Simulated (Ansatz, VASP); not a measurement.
One calculation of V, two programs

Contents of INCAR:

```
PREC = Accurate
ENCUT = 520
EDIFF = 1E-6
ISMEAR = -1
SIGMA = 0.1
LREAL = F
LASPH = T
NELM = 60
ALGO = Normal
ISIF = 2
LWAVE = F
LCHARG = T
GGA = CA
LELF = T
LVHAR = T
NBANDS = 34
```

KPOINTS

```
Automatic mesh
0
Gamma
  16 16 4
```

File POSCAR:

```
V
1.0
    2.4748735564      0.0000000000      0.0000000000
   -1.2374367782      2.1433033710      0.0000000000
    0.0000000000      0.0000000000      8.9538173264
V
4
Direct
    1.0000000000      1.0000000000      0.0000000000
    1.0000000000      0.0000000000      0.5000000000
    0.3333333333      0.6666666667      0.2500000000
    0.6666666667      0.3333333333      0.7500000000
```

Input for Ansatz:

```yaml
crystal:
  lattice:
    - [2.4748735564, 0.0, 0.0]
    - [-1.2374367782, 2.143303371, 0.0]
    - [0.0, 0.0, 8.9538173264]
  atoms:
    - { symbol: V, position: [1.0, 1.0, 0.0] }
    - { symbol: V, position: [1.0, 0.0, 0.5] }
    - { symbol: V, position: [0.3333333333, 0.6666666667, 0.25] }
    - { symbol: V, position: [0.6666666667, 0.3333333333, 0.75] }
hamiltonian:
  xc: lda
  pseudopotentials:
    kind: paw
    azcp:
      V: "pseudopotentials/V.paw.azcp"
basis:
  ecutwfc: 420
  fft_grid_basis: typed
kpoints:
  mp_grid: { grid: [16, 16, 4], shift: [0, 0, 0] }
magnetization:
  spin_polarized: false
scf:
  occupations: { method: fermi_dirac, width: 0.1 }
  lower_state_search: "off"
output:
  stress: true
```

Alike in both runs: task single point; functional LDA; k mesh 16 × 16 × 4; occupations fermi-dirac, width 0.1 eV; no spin polarisation.

|  | VASP | Ansatz |
| --- | --- | --- |
| version | VASP 6.6.1 | Ansatz 0.2.0 |
| potentials or method | VASP PAW LDA potentials, release 64 (V_sv), cutoff 520 eV | plane waves (420 eV) with PAW, scalar-relativistic |
| valence electrons in the cell | 52 | 52 |

```tsv
	VASP	Ansatz	Ansatz less VASP
pressure (GPa)	20.0	19.4	-0.68
traceless stress, the component that is largest in VASP (GPa)	0.39	0.49	+0.102
```

Ansatz warns that its potentials were made for another functional, while VASP's fit it. LDA's correlation is that of Perdew and Zunger in VASP and of Perdew and Wang (1992) in Ansatz.
